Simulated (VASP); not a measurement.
# BaTiO3 (R-3m) in VASP: notebook

BaTiO3 is run at these levels: LDA; tasks: electric field gradients.

Program: VASP 6.6.1. These are calculated values, not measurements. Logs are shortened: lines on timing, memory, paths and dates and some standing lists are left out, and cuts for length are marked.

## Step 1: The cell of the first run

The structure is trigonal, space group R-3m (No. 166). The conventional cell has a = 5.724 Å, b = 5.724 Å, c = 6.802 Å, α = 90.00°, β = 90.00°, γ = 120.00°. Within 3.7 Å of Ba (site symmetry -3m) lie 12 O at 2.81 to 2.86 Å and 8 Ti at 3.40 to 3.49 Å. Within 2.7 Å of Ti (site symmetry -3m) lie 6 O at 2.00 Å. Within 2.9 Å of O (site symmetry 2/m) lie 2 Ti at 2.00 Å and 4 Ba at 2.81 to 2.86 Å and 8 O at 2.81 to 2.86 Å.

## Step 2: Electric field gradients, LDA (equal xy, yz and zx shear strains of -2 %)

Input file INCAR:

```
SYSTEM = BaTiO3
PREC = Accurate ; ENCUT = 520
EDIFF = 1E-8 ; ISMEAR = -1
SIGMA = 0.05 ; LREAL = .FALSE.
LASPH = .TRUE. ; NELM = 100
ALGO = Normal ; ISIF = 2
LWAVE = .FALSE. ; LCHARG = .FALSE.
GGA = CA ; LEFG = .TRUE.
NBANDS = 28
```

Input file KPOINTS:

```
Automatic mesh
0
G
  8 8 8
  0 0 0
```

Input file POSCAR:

```
BaTiO3
1.0
    4.0073000000     -0.0400730000     -0.0400730000
   -0.0400730000      4.0073000000     -0.0400730000
   -0.0400730000     -0.0400730000      4.0073000000
Ba Ti O
1 1 3
Direct
    0.5000000000      0.5000000000      0.5000000000
    0.0000000000      0.0000000000      0.0000000000
    0.5000000000      0.0000000000      0.0000000000
    0.0000000000      0.5000000000      0.0000000000
    0.0000000000      0.0000000000      0.5000000000
```

Potentials or basis: VASP PAW LDA potentials, release 64 (Ba_sv, Ti_sv, O).

The run is started by

```bash
> cat potpaw_LDA.64/Ba_sv/POTCAR potpaw_LDA.64/Ti_sv/POTCAR potpaw_LDA.64/O/POTCAR > POTCAR
> mpirun -np 1 vasp_std > vasp.out
```

OUTCAR:

```text
SYSTEM = BaTiO3
   PREC = Accurate
   ENCUT = 520
   EDIFF = 1E-8
   ISMEAR = -1
   LREAL = .FALSE.
   LASPH = .TRUE.
   NELM = 100
   ISIF = 2
   GGA = CA

 ion  position               nearest neighbor table
   1  0.500  0.500  0.500-   3 2.81   4 2.81   5 2.81   3 2.81   4 2.81   5 2.81   5 2.86   3 2.86
                             4 2.86   5 2.86   4 2.86   3 2.86   2 3.40   2 3.40   2 3.49   2 3.49
   2  0.000  0.000  0.000-   3 2.00   4 2.00   5 2.00   5 2.00   4 2.00   3 2.00   1 3.40   1 3.40
                             1 3.49   1 3.49   1 3.49   1 3.49   1 3.49   1 3.49
   3  0.500  0.000  0.000-   2 2.00   2 2.00   1 2.81   1 2.81   1 2.86   1 2.86
   4  0.000  0.500  0.000-   2 2.00   2 2.00   1 2.81   1 2.81   1 2.86   1 2.86
   5  0.000  0.000  0.500-   2 2.00   2 2.00   1 2.81   1 2.81   1 2.86   1 2.86

  LATTYP: Found a trigonal (rhomboedric) cell.
 ALAT       =     4.0077007100
 COS(alpha) =    -0.0198960208

  Lattice vectors:

 A1 = (   4.0073000000,  -0.0400730000,  -0.0400730000)
 A2 = (  -0.0400730000,   4.0073000000,  -0.0400730000)
 A3 = (  -0.0400730000,  -0.0400730000,   4.0073000000)

Analysis of symmetry for initial positions (statically):
=====================================================================
 Subroutine PRICEL returns:
 Original cell was already a primitive cell.

 Routine SETGRP: Setting up the symmetry group for a
 trigonal (rhombohedral) supercell.

 Subroutine GETGRP returns: Found 12 space group operations
 (whereof 12 operations were pure point group operations)
 out of a pool of 12 trial point group operations.

The static configuration has the point symmetry D_3d.

Analysis of symmetry for dynamics (positions and initial velocities):
=====================================================================
 Subroutine PRICEL returns:
 Original cell was already a primitive cell.

 Routine SETGRP: Setting up the symmetry group for a
 trigonal (rhombohedral) supercell.

 Subroutine GETGRP returns: Found 12 space group operations
 (whereof 12 operations were pure point group operations)
 out of a pool of 12 trial point group operations.

The dynamic configuration has the point symmetry D_3d.

 Subroutine INISYM returns: Found 12 space group operations
 (whereof 12 operations are pure point group operations),
 and found     1 'primitive' translations

----------------------------------------------------------------------------------------

                                     Primitive cell

  volume of cell :      64.3316

  direct lattice vectors                    reciprocal lattice vectors
     4.007300000 -0.040073000 -0.040073000     0.249595004  0.002521162  0.002521162
    -0.040073000  4.007300000 -0.040073000     0.002521162  0.249595004  0.002521162
    -0.040073000 -0.040073000  4.007300000     0.002521162  0.002521162  0.249595004

  length of vectors
     4.007700710  4.007700710  4.007700710     0.249620469  0.249620469  0.249620469

  position of ions in fractional coordinates (direct lattice)
     0.500000000  0.500000000  0.500000000
     0.000000000  0.000000000  0.000000000
     0.500000000  1.000000000  1.000000000
     1.000000000  0.500000000  1.000000000
     1.000000000  1.000000000  0.500000000

  ion indices of the primitive-cell ions
   primitive index   ion index
                 1           1
                 2           2
                 3           3
                 4           4
                 5           5

----------------------------------------------------------------------------------------

 KPOINTS: Automatic mesh

Automatic generation of k-mesh.
 Grid dimensions read from file:
 generate k-points for:    8    8    8

 Generating k-lattice:

  Cartesian coordinates                     Fractional coordinates (reciprocal lattice)
     0.031199376  0.000315145  0.000315145     0.125000000 -0.000000000 -0.000000000
     0.000315145  0.031199376  0.000315145    -0.000000000  0.125000000 -0.000000000
     0.000315145  0.000315145  0.031199376    -0.000000000 -0.000000000  0.125000000

  Length of vectors
     0.031202559  0.031202559  0.031202559

  Shift w.r.t. Gamma in fractional coordinates (k-lattice)
     0.000000000  0.000000000  0.000000000

 Subroutine IBZKPT returns following result:
 ===========================================

 Found     65 irreducible k-points:

 Following reciprocal coordinates:
            Coordinates               Weight
  0.000000  0.000000  0.000000      1.000000
  0.125000  0.000000  0.000000      6.000000
  0.250000  0.000000  0.000000      6.000000
  0.375000  0.000000  0.000000      6.000000
  0.500000  0.000000  0.000000      3.000000
  0.125000  0.125000 -0.000000      6.000000
[... 16 lines left out ...]
  0.250000  0.125000  0.125000      6.000000
  0.375000  0.125000  0.125000      6.000000
 [... further k-points ...]
   k-points           NKPTS =     65   k-points in BZ     NKDIM =     65   number of bands    NBANDS=     28
   number of dos      NEDOS =    301   number of ions     NIONS =      5
   total plane-waves  NPLWV =  27000
   dimension x,y,z NGX =    30 NGY =   30 NGZ =   30
   dimension x,y,z NGXF=    60 NGYF=   60 NGZF=   60
   ions per type =               1   1   3
   NGX,Y,Z   is equivalent  to a cutoff of  12.44, 12.44, 12.44 a.u.
   NGXF,Y,Z  is equivalent  to a cutoff of  24.89, 24.89, 24.89 a.u.
 SYSTEM =  BaTiO3
   PREC   = accura    normal or accurate (medium, high low for compatibility)
   ISTART =      0    job   : 0-new  1-cont  2-samecut
   ICHARG =      2    charge: 1-file 2-atom 10-const
   ISPIN  =      1    spin polarized calculation?
   LNONCOLLINEAR =      F non collinear calculations
   LSORBIT =      F    spin-orbit coupling
   LASPH  =      T    aspherical Exc in radial PAW
   ENCUT  =  520.0 eV  38.22 Ry    6.18 a.u.   7.45  7.45  7.45*2*pi/ulx,y,z
   NELM   =    100;   NELMIN=  2; NELMDL= -5     # of ELM steps
   EDIFF  = 0.1E-07   stopping-criterion for ELM
   LREAL  =      F    real-space projection
   EDIFFG = 0.1E-06   stopping-criterion for IOM
   NSW    =      0    number of steps for IOM
   IBRION =     -1    ionic relax: 0-MD 1-quasi-New 2-CG
   NFREE  =      0    steps in history (QN), initial steepest desc. (CG)
   ISIF   =      2    stress and relaxation
   ISYM   =      2    0-nonsym 1-usesym 2-fastsym
   POTIM  = 0.5000    time-step for ionic-motion
   TEBEG  =    0.0;   TEEND  =   0.0 temperature during run
   PSTRESS=    0.0 pullay stress
   NELECT =      40.0000    total number of electrons
   NUPDOWN=      -1.0000    fix difference up-down
   EMIN   =  10.00;   EMAX   =-10.00  energy-range for DOS
   EFERMI =   0.00;   METHOD = LEGACY
   ISMEAR =    -1;   SIGMA  =   0.05  broadening in eV -4-tet -1-fermi 0-gaus
   EFERMI_NEDOS =   21; number of points for ismear=-14 and -15
   IALGO  =     38    algorithm
   IMIX   =      4    mixing-type and parameters
     AMIX     =   0.40;   BMIX     =  1.00
     AMIX_MAG =   1.60;   BMIX_MAG =  1.00
  volume/ion in A,a.u.               =      12.87        86.83
  Fermi-wavevector in a.u.,A,eV,Ry     =   1.397290  2.640496 26.564296  1.952421
  Thomas-Fermi vector in A             =   2.520561
   LORBIT       =      0    0 simple, 1 ext, 2 COOP (PROOUT), +10 PAW based schemes
   GGA     = CA    functional components
   LHFCALC =     F    Hartree Fock is set to
   AEXX    =    0.0000 exact exchange contribution
   IVDW    =     0    specifies the selected vdW correction
   LEPSILON=     F    determine dielectric tensor
   LRPA    =     F    only Hartree local field effects (RPA)
 non-spin polarized calculation
  energy-cutoff  :      520.00
  volume of cell :       64.33
 maximum number of plane-waves:      1759
 NGX is ok and might be reduce to    30
   NGX = 15   NGY = 15   NGZ = 15

 number of electron      39.9999970 magnetization

 Free energy of the ion-electron system (eV)
  ---------------------------------------------------
  ext. energy  EPLUGINS =         0.00000000
  ---------------------------------------------------
  free energy    TOTEN  =       -44.06614574 eV

  energy without entropy =      -44.06614573  energy(sigma->0) =      -44.06614574

 E-fermi :   4.3340     XC(G=0): -11.7203

 val. band max:        3.5325524979   @ k =   0.5000   0.5000   0.5000
 cond. band min:       5.0730514588   @ k =   0.0000   0.0000   0.0000
 fundamental gap:      1.5404989608
 Fermi energy:         4.3339580402

 k-point     1 :       0.0000    0.0000    0.0000
  band No.  band energies     occupation
      1     -52.4039      2.00000
      2     -29.0327      2.00000
      3     -29.0081      2.00000
      4     -29.0081      2.00000
      5     -21.1668      2.00000
      6     -13.0758      2.00000
[... 20 lines left out ...]
     27       8.3914      0.00000
     28      10.6392      0.00000

 k-point     2 :       0.1250    0.0000    0.0000
  band No.  band energies     occupation
      1     -52.4037      2.00000
      2     -29.0357      2.00000
      3     -29.0126      2.00000
      4     -29.0078      2.00000
      5     -21.1493      2.00000
      6     -13.0854      2.00000
[... 20 lines left out ...]
     27       8.7030      0.00000
     28      11.0118      0.00000

 k-point     3 :       0.2500    0.0000    0.0000
  band No.  band energies     occupation
      1     -52.4033      2.00000
      2     -29.0480      2.00000
      3     -29.0183      2.00000
      4     -29.0071      2.00000
      5     -21.1067      2.00000
      6     -13.1574      2.00000
[... 616 lines left out ...]
      3     -29.0236      2.00000
      4     -29.0144      2.00000
      5     -21.0763      2.00000
      6     -13.0808      2.00000
[... 20 lines left out ...]
     27      10.0376      0.00000
     28      11.5634      0.00000

 k-point    24 :       0.3750    0.1250    0.1250
  band No.  band energies     occupation
      1     -52.4026      2.00000
      2     -29.0642      2.00000
      3     -29.0263      2.00000
      4     -29.0137      2.00000
      5     -21.0377      2.00000
      6     -13.1414      2.00000
[... 20 lines left out ...]
     27      10.9075      0.00000
     28      12.0743      0.00000

 [... further k-points ...]

------------------------ aborting loop because EDIFF is reached ----------------------------------------

  FORCE on cell =-STRESS in cart. coord.  units (eV):
  Direction    XX          YY          ZZ          XY          YZ          ZX
  --------------------------------------------------------------------------------------
  -------------------------------------------------------------------------------------
  Total       -2.9394084     -2.9394084     -2.9394084      0.9955732      0.9955732      0.9955732
  in kB      -73.2059062    -73.2059062    -73.2059062     24.7947298     24.7947298     24.7947298
  external PRESSURE =     -73.2059062 kB  Pullay stress =       0.0000000 kB

 VOLUME and BASIS-vectors are now :
 -----------------------------------------------------------------------------
  energy-cutoff  :      520.00
  volume of cell :       64.33
      direct lattice vectors                 reciprocal lattice vectors
     4.007300000 -0.040073000 -0.040073000     0.249595004  0.002521162  0.002521162
    -0.040073000  4.007300000 -0.040073000     0.002521162  0.249595004  0.002521162
    -0.040073000 -0.040073000  4.007300000     0.002521162  0.002521162  0.249595004

 POSITION                                       TOTAL-FORCE (eV/Angst)
 -----------------------------------------------------------------------------------
      1.96358      1.96358      1.96358         0.000000     -0.000000     -0.000000
      0.00000      0.00000      0.00000        -0.000000     -0.000000      0.000000
      2.00365     -0.02004     -0.02004        -0.000000      0.000000      0.000000
     -0.02004      2.00365     -0.02004        -0.000000      0.000000     -0.000000
     -0.02004     -0.02004      2.00365         0.000000     -0.000000      0.000000
 -----------------------------------------------------------------------------------
    total drift:                                0.000000     -0.000000      0.000000

  FREE ENERGIE OF THE ION-ELECTRON SYSTEM (eV)
  ---------------------------------------------------
  free  energy   TOTEN  =       -44.0661457395 eV

  energy  without entropy=      -44.0661457320  energy(sigma->0) =      -44.06614574

 Electric field gradients (V/A^2)
---------------------------------------------------------------------
 ion       V_xx      V_yy      V_zz      V_xy      V_xz      V_yz
---------------------------------------------------------------------
   1      -0.000    -0.000     0.000   -12.929   -12.929   -12.929
   2      -0.000    -0.000    -0.000     3.781     3.781     3.781
   3      21.769   -10.884   -10.884    -2.603    -2.603     0.101
   4     -10.884    21.769   -10.884    -2.603     0.101    -2.603
   5     -10.884   -10.884    21.769     0.101    -2.603    -2.603
---------------------------------------------------------------------

 Electric field gradients after diagonalization (V/A^2)
 (convention: |V_zz| > |V_xx| > |V_yy|)
----------------------------------------------------------------------
 ion       V_xx      V_yy      V_zz     asymmetry (V_yy - V_xx)/ V_zz
----------------------------------------------------------------------
   1      12.929    12.929   -25.859       0.000
   2      -3.781    -3.781     7.563       0.000
   3     -11.194   -10.986    22.180       0.009
   4     -11.194   -10.986    22.180       0.009
   5     -11.194   -10.986    22.180       0.009
----------------------------------------------------------------------

           NMR quadrupolar parameters

 Cq : quadrupolar parameter    Cq=e*Q*V_zz/h
 eta: asymmetry parameters     (V_yy - V_xx)/ V_zz
 Q  : nuclear electric quadrupole moment in mb (millibarn)
----------------------------------------------------------------------
 ion       Cq(MHz)       eta       Q (mb)
----------------------------------------------------------------------
   1      -0.063       0.000       1.000
   2       0.018       0.000       1.000
   3       0.054       0.009       1.000
   4       0.054       0.009       1.000
   5       0.054       0.009       1.000
----------------------------------------------------------------------
```

Wall time 63 s (1 thread of Intel Xeon Platinum 8559C (Emerald Rapids), shared host); peak memory 0.23 GiB.

Results:

```
Free energy                             : -44.0661 eV
Pressure                                : -7.3 GPa
Band gap on the k mesh                  : 1.54 eV (least direct gap 1.61 eV)
Largest electric field gradient by atom : Ba -25.9; Ti +7.6; O +22.2 V/Å²
```

Electric field gradients, principal values (V/Å²):
```tsv
atom	least	middle	greatest (by size)
1 Ba	12.929	12.929	-25.859
2 Ti	-3.781	-3.781	7.563
3 O	-10.986	-11.194	22.180
4 O	-10.986	-11.194	22.180
5 O	-10.986	-11.194	22.180
```

Caveat: the cell differs from its parent crystal (equal xy, yz and zx shear strains of -2 %); the cell stands under tension; without QUAD_EFG the Cq values of the log hold for a quadrupole moment of 1 mb, not for the nuclei; spin-orbit coupling is left out, which moves the levels of the heavy elements.

(Part 1 of 2 ends here.)
